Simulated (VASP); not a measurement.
# Ta (P6_3/mmc) in VASP: further runs

The runs below take Ta through single point, with r2SCAN.

Program: VASP 6.6.1. These are calculated values, not measurements. Logs are shortened: lines on timing, memory, paths and dates and some standing lists are left out, and cuts for length are marked.

## (1) The cell of the first run

Symmetry: P6_3/mmc, No. 194, hexagonal system. Conventional cell: a = 2.881 Å, b = 2.881 Å, c = 5.132 Å, α = 90.00°, β = 90.00°, γ = 120.00°. Within 3.8 Å of Ta (site symmetry -6m2) lie 12 Ta at 2.88 to 3.06 Å.

This isn't the form of Ta at room conditions, which is bcc.

## (2) Single point, r2SCAN

Input file POSCAR:

```
Ta
1.0
    2.8809059017      0.0000000000      0.0000000000
   -1.4404529508      2.4949376968      0.0000000000
    0.0000000000      0.0000000000      5.1315999754
Ta
2
Direct
    0.3333333333      0.6666666667      0.2500000000
    0.6666666667      0.3333333333      0.7500000000
```

Input file INCAR.step1:

```
SYSTEM = Ta
PREC = Accurate
ENCUT = 520
ISMEAR = -1
SIGMA = 0.05
LREAL = .FALSE.
LASPH = .TRUE.
NELM = 100
NBANDS = 18
GGA = PE
ALGO = Normal
EDIFF = 1E-4
LWAVE = .TRUE.
LCHARG = .FALSE.
```

Input file INCAR.step2:

```
SYSTEM = Ta
PREC = Accurate
ENCUT = 520
EDIFF = 1E-6
ISMEAR = -1
SIGMA = 0.05
LREAL = .FALSE.
LASPH = .TRUE.
NELM = 100
ALGO = Normal
ISIF = 2
LWAVE = .FALSE.
LCHARG = .TRUE.
METAGGA = R2SCAN
LMIXTAU = .TRUE.
LELF = .TRUE.
LVHAR = .TRUE.
NBANDS = 18
ISTART = 1
```

Input file KPOINTS:

```
Automatic mesh
0
G
  11 11 5
  0 0 0
```

Potentials or basis: VASP PAW PBE potentials, release 64 (Ta_pv).

The run is started by

```
$ cat potpaw_PBE.64/Ta_pv/POTCAR > POTCAR
$ cp INCAR.step1 INCAR
$ mpirun -np 1 vasp_std > vasp.out
$ cp INCAR.step2 INCAR
$ mpirun -np 1 vasp_std > vasp.out
```

OUTCAR:

```text
SYSTEM = Ta
   PREC = Accurate
   ENCUT = 520
   EDIFF = 1E-6
   ISMEAR = -1
   LREAL = .FALSE.
   LASPH = .TRUE.
   NELM = 100
   ISIF = 2
   METAGGA = R2SCAN
   ISTART = 1

 ion  position               nearest neighbor table
   1  0.333  0.667  0.250-   2 3.06   2 3.06   2 3.06   2 3.06   2 3.06   2 3.06
   2  0.667  0.333  0.750-   1 3.06   1 3.06   1 3.06   1 3.06   1 3.06   1 3.06

  LATTYP: Found a hexagonal cell.
 ALAT       =     2.8809059017
 C/A-ratio  =     1.7812452577

  Lattice vectors:

 A1 = (   2.8809059017,   0.0000000000,   0.0000000000)
 A2 = (  -1.4404529508,   2.4949376968,   0.0000000000)
 A3 = (   0.0000000000,   0.0000000000,   5.1315999754)

Analysis of symmetry for initial positions (statically):
=====================================================================
 Subroutine PRICEL returns:
 Original cell was already a primitive cell.

 Routine SETGRP: Setting up the symmetry group for a
 hexagonal supercell.

 Subroutine GETGRP returns: Found 24 space group operations
 (whereof 12 operations were pure point group operations)
 out of a pool of 24 trial point group operations.

The static configuration has the point symmetry D_3d.
 The point group associated with its full space group is D_6h.

Analysis of symmetry for dynamics (positions and initial velocities):
=====================================================================
 Subroutine PRICEL returns:
 Original cell was already a primitive cell.

 Routine SETGRP: Setting up the symmetry group for a
 hexagonal supercell.

 Subroutine GETGRP returns: Found 24 space group operations
 (whereof 12 operations were pure point group operations)
 out of a pool of 24 trial point group operations.

The dynamic configuration has the point symmetry D_3d.
 The point group associated with its full space group is D_6h.

 Subroutine INISYM returns: Found 24 space group operations
 (whereof 12 operations are pure point group operations),
 and found     1 'primitive' translations

----------------------------------------------------------------------------------------

                                     Primitive cell

  volume of cell :      36.8843

  direct lattice vectors                    reciprocal lattice vectors
     2.880905902  0.000000000  0.000000000     0.347113038  0.200405806  0.000000000
    -1.440452951  2.494937697  0.000000000     0.000000000  0.400811612  0.000000000
     0.000000000  0.000000000  5.131599975     0.000000000  0.000000000  0.194870996

  length of vectors
     2.880905902  2.880905902  5.131599975     0.400811612  0.400811612  0.194870996

  position of ions in fractional coordinates (direct lattice)
     0.333333333  0.666666667  0.250000000
     0.666666667  0.333333333  0.750000000

  ion indices of the primitive-cell ions
   primitive index   ion index
                 1           1
                 2           2

----------------------------------------------------------------------------------------

 KPOINTS: Automatic mesh

Automatic generation of k-mesh.
 Grid dimensions read from file:
 generate k-points for:   11   11    5

 Generating k-lattice:

  Cartesian coordinates                     Fractional coordinates (reciprocal lattice)
     0.031555731  0.018218710  0.000000000     0.090909091  0.000000000  0.000000000
     0.000000000  0.036437419  0.000000000     0.000000000  0.090909091  0.000000000
     0.000000000  0.000000000  0.038974199     0.000000000  0.000000000  0.200000000

  Length of vectors
     0.036437419  0.036437419  0.038974199

  Shift w.r.t. Gamma in fractional coordinates (k-lattice)
     0.000000000  0.000000000  0.000000000

 Subroutine IBZKPT returns following result:
 ===========================================

 Found     48 irreducible k-points:

 Following reciprocal coordinates:
            Coordinates               Weight
  0.000000  0.000000  0.000000      1.000000
  0.090909  0.000000  0.000000      6.000000
  0.181818  0.000000  0.000000      6.000000
  0.272727 -0.000000  0.000000      6.000000
  0.363636  0.000000  0.000000      6.000000
  0.454545  0.000000  0.000000      6.000000
[... 16 lines left out ...]
  0.090909  0.090909  0.200000     12.000000
  0.181818  0.090909  0.200000     24.000000
 [... further k-points ...]
   k-points           NKPTS =     48   k-points in BZ     NKDIM =     48   number of bands    NBANDS=     18
   number of dos      NEDOS =    301   number of ions     NIONS =      2
   total plane-waves  NPLWV =  23040
   dimension x,y,z NGX =    24 NGY =   24 NGZ =   40
   dimension x,y,z NGXF=    48 NGYF=   48 NGZF=   80
   ions per type =               2
   NGX,Y,Z   is equivalent  to a cutoff of  13.85, 13.85, 12.96 a.u.
   NGXF,Y,Z  is equivalent  to a cutoff of  27.70, 27.70, 25.92 a.u.
 SYSTEM =  Ta
   PREC   = accura    normal or accurate (medium, high low for compatibility)
   ISTART =      1    job   : 0-new  1-cont  2-samecut
   ICHARG =      0    charge: 1-file 2-atom 10-const
   ISPIN  =      1    spin polarized calculation?
   LNONCOLLINEAR =      F non collinear calculations
   LSORBIT =      F    spin-orbit coupling
   LASPH  =      T    aspherical Exc in radial PAW
   ENCUT  =  520.0 eV  38.22 Ry    6.18 a.u.   5.36  5.36  9.54*2*pi/ulx,y,z
   NELM   =    100;   NELMIN=  2; NELMDL=  0     # of ELM steps
   EDIFF  = 0.1E-05   stopping-criterion for ELM
   LREAL  =      F    real-space projection
   EDIFFG = 0.1E-04   stopping-criterion for IOM
   NSW    =      0    number of steps for IOM
   IBRION =     -1    ionic relax: 0-MD 1-quasi-New 2-CG
   NFREE  =      0    steps in history (QN), initial steepest desc. (CG)
   ISIF   =      2    stress and relaxation
   ISYM   =      2    0-nonsym 1-usesym 2-fastsym
   POTIM  = 0.5000    time-step for ionic-motion
   TEBEG  =    0.0;   TEEND  =   0.0 temperature during run
   PSTRESS=    0.0 pullay stress
   NELECT =      22.0000    total number of electrons
   NUPDOWN=      -1.0000    fix difference up-down
   EMIN   =  10.00;   EMAX   =-10.00  energy-range for DOS
   EFERMI =   0.00;   METHOD = LEGACY
   ISMEAR =    -1;   SIGMA  =   0.05  broadening in eV -4-tet -1-fermi 0-gaus
   EFERMI_NEDOS =   21; number of points for ismear=-14 and -15
   IALGO  =     38    algorithm
   IMIX   =      4    mixing-type and parameters
     AMIX     =   0.40;   BMIX     =  1.00
     AMIX_MAG =   1.60;   BMIX_MAG =  1.00
  volume/ion in A,a.u.               =      18.44       124.45
  Fermi-wavevector in a.u.,A,eV,Ry     =   1.378061  2.604158 25.838184  1.899053
  Thomas-Fermi vector in A             =   2.503157
   LORBIT       =      0    0 simple, 1 ext, 2 COOP (PROOUT), +10 PAW based schemes
   METAGGA = R2SCAN    functional components
   LHFCALC =     F    Hartree Fock is set to
   AEXX    =    0.0000 exact exchange contribution
   IVDW    =     0    specifies the selected vdW correction
   LEPSILON=     F    determine dielectric tensor
   LRPA    =     F    only Hartree local field effects (RPA)
 non-spin polarized calculation
  energy-cutoff  :      520.00
  volume of cell :       36.88
 maximum number of plane-waves:      1027
 NGX is ok and might be reduce to    24
   NGX = 11   NGY = 11   NGZ = 19

 number of electron      22.0000002 magnetization

 Free energy of the ion-electron system (eV)
  ---------------------------------------------------
  ext. energy  EPLUGINS =         0.00000000
  ---------------------------------------------------
  free energy    TOTEN  =       -96.57613998 eV

  energy without entropy =      -96.55749234  energy(sigma->0) =      -96.56681616

 E-fermi :   5.6429     XC(G=0): -13.6136

 val. band max:        5.6266278302   @ k =   0.1818   0.0000   0.0000
 cond. band min:       5.6451718011   @ k =   0.2727   0.2727   0.0000
 fundamental gap:      0.0185439709
 Fermi energy:         5.6428988855

 k-point     1 :       0.0000    0.0000    0.0000
  band No.  band energies     occupation
      1     -30.1734      2.00000
      2     -29.2564      2.00000
      3     -29.1337      2.00000
      4     -29.1337      2.00000
      5     -29.0435      2.00000
      6     -29.0435      2.00000
[... 10 lines left out ...]
     17      11.2015      0.00000
     18      11.2015      0.00000

 k-point     2 :       0.0909    0.0000    0.0000
  band No.  band energies     occupation
      1     -30.1438      2.00000
      2     -29.2597      2.00000
      3     -29.2290      2.00000
      4     -29.1593      2.00000
      5     -29.1409      2.00000
      6     -29.0607      2.00000
[... 10 lines left out ...]
     17      11.3331      0.00000
     18      11.8524      0.00000

 k-point     3 :       0.1818    0.0000    0.0000
  band No.  band energies     occupation
      1     -30.0607      2.00000
      2     -29.4816      2.00000
      3     -29.3930      2.00000
      4     -29.2721      2.00000
      5     -29.2259      2.00000
      6     -29.1081      2.00000
[... 10 lines left out ...]
     17      11.5350      0.00000
     18      13.1874      0.00000

 k-point     4 :       0.2727   -0.0000    0.0000
  band No.  band energies     occupation
      1     -29.9403      2.00000
      2     -29.8052      2.00000
      3     -29.7055      2.00000
      4     -29.3099      2.00000
      5     -29.2990      2.00000
      6     -29.1714      2.00000
[... 375 lines left out ...]
      4     -29.4130      2.00000
      5     -29.3982      2.00000
      6     -29.2809      2.00000
[... 10 lines left out ...]
     17      12.5509      0.00000
     18      12.9370      0.00000

 k-point    23 :       0.0909    0.0909    0.2000
  band No.  band energies     occupation
      1     -30.0199      2.00000
      2     -29.4109      2.00000
      3     -29.3724      2.00000
      4     -29.2766      2.00000
      5     -29.1838      2.00000
      6     -29.1156      2.00000
[... 10 lines left out ...]
     17      11.1732      0.00000
     18      12.1253      0.00000

 k-point    24 :       0.1818    0.0909    0.2000
  band No.  band energies     occupation
      1     -29.9498      2.00000
      2     -29.6487      2.00000
      3     -29.6051      2.00000
      4     -29.3352      2.00000
      5     -29.2663      2.00000
      6     -29.1889      2.00000
[... 10 lines left out ...]
     17      11.0976      0.00000
     18      12.8372      0.00000

 [... further k-points ...]

------------------------ aborting loop because EDIFF is reached ----------------------------------------

  FORCE on cell =-STRESS in cart. coord.  units (eV):
  Direction    XX          YY          ZZ          XY          YZ          ZX
  --------------------------------------------------------------------------------------
  -------------------------------------------------------------------------------------
  Total        0.1014668      0.1014668      0.3673710      0.0000000      0.0000000     -0.0000000
  in kB        4.4075050      4.4075050     15.9578332      0.0000000      0.0000000     -0.0000000
  external PRESSURE =       8.2576144 kB  Pullay stress =       0.0000000 kB

 VOLUME and BASIS-vectors are now :
 -----------------------------------------------------------------------------
  energy-cutoff  :      520.00
  volume of cell :       36.88
      direct lattice vectors                 reciprocal lattice vectors
     2.880905902  0.000000000  0.000000000     0.347113038  0.200405806  0.000000000
    -1.440452951  2.494937697  0.000000000     0.000000000  0.400811612  0.000000000
     0.000000000  0.000000000  5.131599975     0.000000000  0.000000000  0.194870996

 POSITION                                       TOTAL-FORCE (eV/Angst)
 -----------------------------------------------------------------------------------
     -0.00000      1.66329      1.28290         0.000000     -0.000000      0.000000
      1.44045      0.83165      3.84870        -0.000000      0.000000      0.000000
 -----------------------------------------------------------------------------------
    total drift:                               -0.000000      0.000000     -0.000000

  FREE ENERGIE OF THE ION-ELECTRON SYSTEM (eV)
  ---------------------------------------------------
  free  energy   TOTEN  =       -96.5761399795 eV

  energy  without entropy=      -96.5574923438  energy(sigma->0) =      -96.56681616
```

Run time: 2.8 min. Hardware: 1 thread of Intel Xeon 8259CL, shared host; peak memory 0.18 GiB.

What came out:

- Free energy: -96.5761 eV
- Pressure: 0.8 GPa
- Band gap on the k mesh: zero (bands 11 and 12 overlap by 1.54 eV)

Stress tensor (GPa, compression positive):
```
0.44 0.00 0.00
0.00 0.44 0.00
0.00 0.00 1.60
```

Caveat: the PAW data sets were made with another functional, which shifts forces and pressure a little; spin-orbit coupling is left out, which moves the levels of the heavy elements.

(Part 1 of 2 ends here.)
